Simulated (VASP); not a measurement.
Write the native input for VASP 6.6.1 that does the following.

```
Task                   : single point
Functional             : LDA
Potentials or basis    : VASP PAW LDA potentials, release 64 (Ag)
Cutoff                 : 520 eV
k mesh                 : 14 × 14 × 14
Occupations            : fermi-dirac, width 0.05 eV
Spin                   : no spin polarisation
Dipole correction      : no
Further INCAR settings : ALGO = Normal; EDIFF = 1e-07; NBANDS = 12
```

The structure of Ag lies in POSCAR:

```
Ag
1.0
    0.0000000000      2.0002229178      2.0002229178
    2.0002229178      0.0000000000      2.0002229178
    2.0002229178      2.0002229178      0.0000000000
Ag
1
Direct
    0.0000000000      0.0000000000      0.0000000000
```

These files were run (other wordings do the same):

INCAR

```
PREC = Accurate
ENCUT = 520
EDIFF = 1E-7
ISMEAR = -1
SIGMA = 0.05
LREAL = F
LASPH = T
NELM = 100
ALGO = Normal
ISIF = 2
LWAVE = F
LCHARG = F
GGA = CA
NBANDS = 12
```

KPOINTS

```
regular mesh
0
Gamma
  14 14 14
```

Potentials or basis: VASP PAW LDA potentials, release 64 (Ag).

Launch:

```bash
$ cat potpaw_LDA.64/Ag/POTCAR > POTCAR
$ mpirun -np 1 vasp_std > vasp.out
```

Results of the run:

| Item | Value |
| --- | --- |
| Pressure | 0.2 GPa |

It used 14 s of CPU time on 1 thread of AMD EPYC 7R13 Processor (Zen 3), on a shared host.
